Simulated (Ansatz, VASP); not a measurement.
**Two plane-wave programs on AgRh**

```xyz
2
Lattice="2.8141 0.0000 0.0000 -1.4071 2.4371 0.0000 0.0000 0.0000 4.8719" Properties=species:S:1:pos:R:3 pbc="T T T"
Ag    0.0000    0.0000    2.4359
Rh    1.4071    0.8124    0.0000
```

Alike in both runs: task single point; functional r2SCAN; k mesh 11 × 11 × 6; occupations fermi-dirac, width 0.05 eV; no spin polarisation.

|  | VASP | Ansatz |
| --- | --- | --- |
| version | VASP 6.6.1 | Ansatz 0.2.0 |
| potentials or method | VASP PAW PBE potentials, release 64 (Ag, Rh_pv) | Ansatz PAW |
| plane-wave cutoff (eV) | 520 | 500 |
| valence electrons in the cell | 26 | 36 |

```csv
,VASP,Ansatz,Ansatz less VASP
gap on the k mesh at the Fermi level (eV),none,none,-
pressure (GPa),-11.1,-11.4,-0.33
"traceless stress, the component that is largest in VASP (GPa)",0.58,0.67,+0.093
```

VASP's potentials were made for PBE, not for r2SCAN. A gap of «none» marks a metal or a gap that the smearing closes. VASP's potentials hold 26 valence electrons a cell and Ansatz's 36, so a difference there can come from the potentials and not from the codes.
